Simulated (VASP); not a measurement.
# CdS (Greenockite) (P6_3mc) in VASP: further runs

The runs below take CdS (Greenockite) through single point, with r2SCAN.

All numbers are computed with VASP 6.6.1; they aren't measurements. Logs are shortened: lines on timing, memory, paths and dates and some standing lists are left out, and cuts for length are marked.

## Step 1: The cell of the first run

It takes space group P6_3mc (No. 186, hexagonal). The conventional cell has a = 4.150 Å, b = 4.150 Å, c = 6.737 Å, α = 90.00°, β = 90.00°, γ = 120.00°. Cd (site symmetry 3m) has 4 S at 2.53 to 2.54 Å within 3.3 Å. S (site symmetry 3m) has 4 Cd at 2.53 to 2.54 Å within 3.3 Å.

## Step 2: Single point, r2SCAN

Input file POSCAR:

```
CdS
1.0
    4.1500000000      0.0000000000      0.0000000000
   -2.0750000000      3.5940054257      0.0000000000
    0.0000000000      0.0000000000      6.7370000000
Cd S
2 2
Direct
    0.3333333333      0.6666666667      0.0000000000
    0.6666666667      0.3333333333      0.5000000000
    0.3333333333      0.6666666667      0.3750000000
    0.6666666667      0.3333333333      0.8750000000
```

Input file INCAR.step1:

```
ALGO     = Normal         # electronic algorithm
EDIFF    = 1E-4           # SCF threshold, eV
ENCUT    = 520            # plane-wave cutoff, eV
GGA      = PE             # functional
ISMEAR   = 0              # smearing method
LASPH    = True           # aspherical terms in the spheres
LCHARG   = False          # write CHGCAR
LREAL    = False          # projectors in reciprocal space
LWAVE    = True           # write WAVECAR
NBANDS   = 26             # bands
NELM     = 60             # most SCF steps
PREC     = Accurate       # precision mode
SIGMA    = 0.01           # smearing width, eV
```

Input file INCAR.step2:

```
ALGO     = Normal         # electronic algorithm
EDIFF    = 1E-6           # SCF threshold, eV
ENCUT    = 520            # plane-wave cutoff, eV
ISIF     = 2              # what is computed and relaxed
ISMEAR   = 0              # smearing method
ISTART   = 1            
LASPH    = True           # aspherical terms in the spheres
LCHARG   = False          # write CHGCAR
LMIXTAU  = True         
LREAL    = False          # projectors in reciprocal space
LWAVE    = False          # write WAVECAR
METAGGA  = R2SCAN         # meta-GGA
NBANDS   = 26             # bands
NELM     = 60             # most SCF steps
PREC     = Accurate       # precision mode
SIGMA    = 0.01           # smearing width, eV
```

Input file KPOINTS:

```
k-points
0
Gamma
  3 3 1
```

Potentials or basis: VASP PAW PBE potentials, release 64 (Cd, S).

Run with:

```console
$ cat potpaw_PBE.64/Cd/POTCAR potpaw_PBE.64/S/POTCAR > POTCAR
$ cp INCAR.step1 INCAR
$ mpirun -np 1 vasp_std > vasp.out
$ cp INCAR.step2 INCAR
$ mpirun -np 1 vasp_std > vasp.out
```

OUTCAR:

```text
EDIFF = 1E-6
   ENCUT = 520
   ISIF = 2
   ISMEAR = 0
   ISTART = 1
   LASPH = True
   LREAL = False
   METAGGA = R2SCAN
   NELM = 60
   PREC = Accurate

 ion  position               nearest neighbor table
   1  0.333  0.667  0.000-   3 2.53   4 2.54   4 2.54   4 2.54
   2  0.667  0.333  0.500-   4 2.53   3 2.54   3 2.54   3 2.54
   3  0.333  0.667  0.375-   1 2.53   2 2.54   2 2.54   2 2.54
   4  0.667  0.333  0.875-   2 2.53   1 2.54   1 2.54   1 2.54

  LATTYP: Found a hexagonal cell.
 ALAT       =     4.1500000000
 C/A-ratio  =     1.6233734940

  Lattice vectors:

 A1 = (   4.1500000000,   0.0000000000,   0.0000000000)
 A2 = (  -2.0750000000,   3.5940054257,   0.0000000000)
 A3 = (   0.0000000000,   0.0000000000,   6.7370000000)

Analysis of symmetry for initial positions (statically):
=====================================================================
 Subroutine PRICEL returns:
 Original cell was already a primitive cell.

 Routine SETGRP: Setting up the symmetry group for a
 hexagonal supercell.

 Subroutine GETGRP returns: Found 12 space group operations
 (whereof  6 operations were pure point group operations)
 out of a pool of 24 trial point group operations.

The static configuration has the point symmetry C_3v.
 The point group associated with its full space group is C_6v.

Analysis of symmetry for dynamics (positions and initial velocities):
=====================================================================
 Subroutine PRICEL returns:
 Original cell was already a primitive cell.

 Routine SETGRP: Setting up the symmetry group for a
 hexagonal supercell.

 Subroutine GETGRP returns: Found 12 space group operations
 (whereof  6 operations were pure point group operations)
 out of a pool of 24 trial point group operations.

The dynamic configuration has the point symmetry C_3v.
 The point group associated with its full space group is C_6v.

 Subroutine INISYM returns: Found 12 space group operations
 (whereof  6 operations are pure point group operations),
 and found     1 'primitive' translations

----------------------------------------------------------------------------------------

                                     Primitive cell

  volume of cell :     100.4832

  direct lattice vectors                    reciprocal lattice vectors
     4.150000000  0.000000000  0.000000000     0.240963855  0.139120547  0.000000000
    -2.075000000  3.594005426  0.000000000     0.000000000  0.278241094  0.000000000
     0.000000000  0.000000000  6.737000000     0.000000000  0.000000000  0.148434021

  length of vectors
     4.150000000  4.150000000  6.737000000     0.278241094  0.278241094  0.148434021

  position of ions in fractional coordinates (direct lattice)
     0.333333333  0.666666667  0.000000000
     0.666666667  0.333333333  0.500000000
     0.333333333  0.666666667  0.375000000
     0.666666667  0.333333333  0.875000000

  ion indices of the primitive-cell ions
   primitive index   ion index
                 1           1
                 2           2
                 3           3
                 4           4

----------------------------------------------------------------------------------------

 KPOINTS: k-points

Automatic generation of k-mesh.
 Grid dimensions read from file:
 generate k-points for:    3    3    1

 Generating k-lattice:

  Cartesian coordinates                     Fractional coordinates (reciprocal lattice)
     0.080321285  0.046373516  0.000000000     0.333333333  0.000000000  0.000000000
     0.000000000  0.092747031  0.000000000     0.000000000  0.333333333  0.000000000
     0.000000000  0.000000000  0.148434021     0.000000000  0.000000000  1.000000000

  Length of vectors
     0.092747031  0.092747031  0.148434021

  Shift w.r.t. Gamma in fractional coordinates (k-lattice)
     0.000000000  0.000000000  0.000000000

 Subroutine IBZKPT returns following result:
 ===========================================

 Found      3 irreducible k-points:

 Following reciprocal coordinates:
            Coordinates               Weight
  0.000000  0.000000  0.000000      1.000000
  0.333333  0.000000  0.000000      6.000000
  0.333333  0.333333  0.000000      2.000000
   k-points           NKPTS =      3   k-points in BZ     NKDIM =      3   number of bands    NBANDS=     26
   number of dos      NEDOS =    301   number of ions     NIONS =      4
   total plane-waves  NPLWV =  51200
   dimension x,y,z NGX =    32 NGY =   32 NGZ =   50
   dimension x,y,z NGXF=    64 NGYF=   64 NGZF=  100
   ions per type =               2   2
   NGX,Y,Z   is equivalent  to a cutoff of  12.82, 12.82, 12.34 a.u.
   NGXF,Y,Z  is equivalent  to a cutoff of  25.64, 25.64, 24.68 a.u.
 SYSTEM =  unknown system
   PREC   = accura    normal or accurate (medium, high low for compatibility)
   ISTART =      1    job   : 0-new  1-cont  2-samecut
   ICHARG =      0    charge: 1-file 2-atom 10-const
   ISPIN  =      1    spin polarized calculation?
   LNONCOLLINEAR =      F non collinear calculations
   LSORBIT =      F    spin-orbit coupling
   LASPH  =      T    aspherical Exc in radial PAW
   ENCUT  =  520.0 eV  38.22 Ry    6.18 a.u.   7.72  7.72 12.53*2*pi/ulx,y,z
   NELM   =     60;   NELMIN=  2; NELMDL=  0     # of ELM steps
   EDIFF  = 0.1E-05   stopping-criterion for ELM
   LREAL  =      F    real-space projection
   EDIFFG = 0.1E-04   stopping-criterion for IOM
   NSW    =      0    number of steps for IOM
   IBRION =     -1    ionic relax: 0-MD 1-quasi-New 2-CG
   NFREE  =      0    steps in history (QN), initial steepest desc. (CG)
   ISIF   =      2    stress and relaxation
   ISYM   =      2    0-nonsym 1-usesym 2-fastsym
   POTIM  = 0.5000    time-step for ionic-motion
   TEBEG  =    0.0;   TEEND  =   0.0 temperature during run
   PSTRESS=    0.0 pullay stress
   NELECT =      36.0000    total number of electrons
   NUPDOWN=      -1.0000    fix difference up-down
   EMIN   =  10.00;   EMAX   =-10.00  energy-range for DOS
   EFERMI =   0.00;   METHOD = LEGACY
   ISMEAR =     0;   SIGMA  =   0.01  broadening in eV -4-tet -1-fermi 0-gaus
   EFERMI_NEDOS =   21; number of points for ismear=-14 and -15
   IALGO  =     38    algorithm
   IMIX   =      4    mixing-type and parameters
     AMIX     =   0.40;   BMIX     =  1.00
     AMIX_MAG =   1.60;   BMIX_MAG =  1.00
  volume/ion in A,a.u.               =      25.12       169.52
  Fermi-wavevector in a.u.,A,eV,Ry     =   1.162727  2.197236 18.394190  1.351935
  Thomas-Fermi vector in A             =   2.299285
   LORBIT       =      0    0 simple, 1 ext, 2 COOP (PROOUT), +10 PAW based schemes
   METAGGA = R2SCAN    functional components
   LHFCALC =     F    Hartree Fock is set to
   AEXX    =    0.0000 exact exchange contribution
   IVDW    =     0    specifies the selected vdW correction
   LEPSILON=     F    determine dielectric tensor
   LRPA    =     F    only Hartree local field effects (RPA)
 non-spin polarized calculation
 Gauss-broadening in eV      SIGMA  =   0.01
  energy-cutoff  :      520.00
  volume of cell :      100.48
 maximum number of plane-waves:      2731
 NGX is ok and might be reduce to    32
   NGX = 15   NGY = 15   NGZ = 25

 number of electron      35.9999996 magnetization

 Free energy of the ion-electron system (eV)
  ---------------------------------------------------
  ext. energy  EPLUGINS =         0.00000000
  ---------------------------------------------------
  free energy    TOTEN  =       -59.40028313 eV

  energy without entropy =      -59.40028313  energy(sigma->0) =      -59.40028313

 E-fermi :   1.0284     XC(G=0):  -9.6597

 val. band max:        0.9533246726   @ k =   0.0000   0.0000   0.0000
 cond. band min:       2.6016212462   @ k =   0.0000   0.0000   0.0000
 fundamental gap:      1.6482965736
 Fermi energy:         1.0284269430

 k-point     1 :       0.0000    0.0000    0.0000
  band No.  band energies     occupation
      1     -11.8365      2.00000
      2     -11.4095      2.00000
      3      -6.9780      2.00000
      4      -6.9564      2.00000
      5      -6.9564      2.00000
      6      -6.8648      2.00000
[... 18 lines left out ...]
     25       9.0823      0.00000
     26       9.1062      0.00000

 k-point     2 :       0.3333    0.0000    0.0000
  band No.  band energies     occupation
      1     -11.5426      2.00000
      2     -11.3048      2.00000
      3      -6.8852      2.00000
      4      -6.8613      2.00000
      5      -6.7355      2.00000
      6      -6.7018      2.00000
[... 18 lines left out ...]
     25       9.7131      0.00000
     26      10.4244      0.00000

 k-point     3 :       0.3333    0.3333    0.0000
  band No.  band energies     occupation
      1     -11.3259      2.00000
      2     -11.3259      2.00000
      3      -6.8891      2.00000
      4      -6.7222      2.00000
      5      -6.7221      2.00000
      6      -6.6413      2.00000
[... 18 lines left out ...]
     25      10.3026      0.00000
     26      10.3026      0.00000

------------------------ aborting loop because EDIFF is reached ----------------------------------------

  FORCE on cell =-STRESS in cart. coord.  units (eV):
  Direction    XX          YY          ZZ          XY          YZ          ZX
  --------------------------------------------------------------------------------------
  -------------------------------------------------------------------------------------
  Total        1.4420833      1.4420833     -1.3383671      0.0000000      0.0000000     -0.0000000
  in kB       22.9936312     22.9936312    -21.3399047      0.0000000      0.0000000     -0.0000000
  external PRESSURE =       8.2157859 kB  Pullay stress =       0.0000000 kB

 VOLUME and BASIS-vectors are now :
 -----------------------------------------------------------------------------
  energy-cutoff  :      520.00
  volume of cell :      100.48
      direct lattice vectors                 reciprocal lattice vectors
     4.150000000  0.000000000  0.000000000     0.240963855  0.139120547  0.000000000
    -2.075000000  3.594005426  0.000000000     0.000000000  0.278241094  0.000000000
     0.000000000  0.000000000  6.737000000     0.000000000  0.000000000  0.148434021

 POSITION                                       TOTAL-FORCE (eV/Angst)
 -----------------------------------------------------------------------------------
     -0.00000      2.39600      0.00000        -0.000000      0.000000     -0.174622
      2.07500      1.19800      3.36850         0.000000     -0.000000     -0.174622
     -0.00000      2.39600      2.52637         0.000000      0.000000      0.174622
      2.07500      1.19800      5.89487         0.000000      0.000000      0.174622
 -----------------------------------------------------------------------------------
    total drift:                               -0.000000     -0.000000     -0.005023

  FREE ENERGIE OF THE ION-ELECTRON SYSTEM (eV)
  ---------------------------------------------------
  free  energy   TOTEN  =       -59.4002831293 eV

  energy  without entropy=      -59.4002831293  energy(sigma->0) =      -59.40028313
```

Wall time 26 s (1 thread of AMD EPYC 9R45 (Zen 5), shared host); peak memory 0.19 GiB.

What came out:

```yaml
Free_energy: -59.4003 eV
Pressure: 0.8 GPa
Largest_force: 0.175 eV/Å
Band_gap_on_the_k_mesh: 1.65 eV, direct
```

Forces on the atoms (eV/Å):
```
Cd   0.000  0.000 -0.175
Cd   0.000  0.000 -0.175
S    0.000  0.000  0.175
S    0.000  0.000  0.175
```

Caveat: the k points lie up to 0.93 Å⁻¹ apart; the PAW data sets were made with another functional, which shifts forces and pressure a little. r2SCAN opens gaps a little over a GGA but as a rule still falls short of measured ones.

[end of part 1 of 2]
